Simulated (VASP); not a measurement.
Wanted: the native input for a VASP 6.6.1 run.

```yaml
Task: single point
Functional: r2SCAN
Potentials_or_basis: VASP PAW PBE potentials, release 64 (S, Se, Ba_sv)
Cutoff: 520 eV
k_mesh: 6 × 6 × 6
Occupations: gaussian, width 0.01 eV
Spin: no spin polarisation
Dipole_correction: no
Further_INCAR_settings: ALGO = Normal; EDIFF = 1e-06; NBANDS = 24
```

The system is Ba2SeS.

```
CELL_PARAMETERS angstrom
2.27984 1.31627 7.63870
-2.27984 1.31627 7.63870
0.00000 -2.63254 7.63870
ATOMIC_POSITIONS crystal
S 0.00000 0.00000 0.00000
Se 0.50000 0.50000 0.50000
Ba 0.25267 0.25267 0.25267
Ba 0.74733 0.74733 0.74733
```

This cell differs from its parent crystal: epitaxial xy strain -1.3%.

These files were run (other wordings do the same):

POSCAR

```
Ba2SeS
1.0
    2.2798423129      1.3162675730      7.6387023249
   -2.2798423129      1.3162675730      7.6387023249
    0.0000000000     -2.6325351461      7.6387023249
S Se Ba
1 1 2
Direct
    1.0000000000      0.0000000000      0.0000000000
    0.5000000000      0.5000000000      0.5000000000
    0.2526674854      0.2526674854      0.2526674854
    0.7473325146      0.7473325146      0.7473325146
```

INCAR.step1

```
SYSTEM = Ba2SeS
PREC = Accurate
ENCUT = 520
ISMEAR = 0
SIGMA = 0.01
LREAL = .False.
LASPH = .True.
NELM = 100
NBANDS = 24
GGA = PE
ALGO = Normal
EDIFF = 1E-4
LWAVE = .True.
LCHARG = .False.
```

INCAR.step2

```
SYSTEM = Ba2SeS
PREC = Accurate
ENCUT = 520
EDIFF = 1E-6
ISMEAR = 0
SIGMA = 0.01
LREAL = .False.
LASPH = .True.
NELM = 100
ALGO = Normal
ISIF = 2
LWAVE = .False.
LCHARG = .False.
METAGGA = R2SCAN
LMIXTAU = .True.
NBANDS = 24
ISTART = 1
```

KPOINTS

```
Automatic mesh
0
Gamma
  6 6 6
  0 0 0
```

Potentials or basis: VASP PAW PBE potentials, release 64 (S, Se, Ba_sv).

Command:

```bash
$ cat potpaw_PBE.64/S/POTCAR potpaw_PBE.64/Se/POTCAR potpaw_PBE.64/Ba_sv/POTCAR > POTCAR
$ cp INCAR.step1 INCAR
$ mpirun -np 1 vasp_std > vasp.out
$ cp INCAR.step2 INCAR
$ mpirun -np 1 vasp_std > vasp.out
```

Results of the run:

The pressure is 1.1 GPa and the largest force is 0.005 eV/Å. The band gap on the k mesh is 2.30 eV (least direct gap 2.49 eV).

Caveat: the cell differs from its parent crystal (epitaxial xy strain -1.3%); the PAW data sets were made with another functional, which shifts forces and pressure a little; spin-orbit coupling is left out, which moves the levels of the heavy elements.

It took 14 min on 1 thread of Intel(R) Xeon(R) Platinum 8488C (Sapphire Rapids) (shared host), peak memory 0.61 GiB.
